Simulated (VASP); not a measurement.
Crystal: Nb2B.

```xyz
3
Lattice="0.0000 2.7239 2.7239 2.7239 0.0000 2.7239 2.7239 2.7239 0.0000" Properties=species:S:1:pos:R:3 pbc="T T T"
Nb    1.3619    1.3619    1.3619
Nb    4.0858    4.0858    4.0858
B     0.0000    0.0000    0.0000
```

```yaml
Program: VASP 6.6.1
Task: relaxation of cell and atoms
Functional: PBE
Potentials_or_basis: VASP PAW PBE potentials, release 64 (Nb_sv, B)
Cutoff: 600 eV
k_mesh: 6 × 6 × 6
Occupations: gaussian, width 0.1 eV
Spin: no spin polarisation
```

At the start: pressure 22.9 GPa; volume 13.47 Å³/atom.

Question: How do energy, volume and symmetry change on relaxing?

Answer: Over 4 steps the energy falls by 93.4 meV/atom and the volume is 14.90 Å³/atom (+10.6 %); space group Fm-3m (No. 225, to 0.05 Å).

The path:
| step | energy change (eV) | largest force (eV/Å) | pressure (GPa) | volume (Å³) |
| --- | --- | --- | --- | --- |
| 1 | 0.0000 | 0.0000 | 22.87 | 40.42 |
| 2 | 0.3762 | 0.0000 | -22.75 | 52.74 |
| 3 | -0.2797 | 0.0000 | -0.85 | 44.88 |
| 4 | -0.2803 | 0.0000 | -0.09 | 44.69 |

Final structure:
```
CELL_PARAMETERS angstrom
0.00000 2.81668 2.81668
2.81668 0.00000 2.81668
2.81668 2.81668 0.00000
ATOMIC_POSITIONS crystal
Nb 0.25000 0.25000 0.25000
Nb 0.75000 0.75000 0.75000
B 0.00000 0.00000 0.00000
```
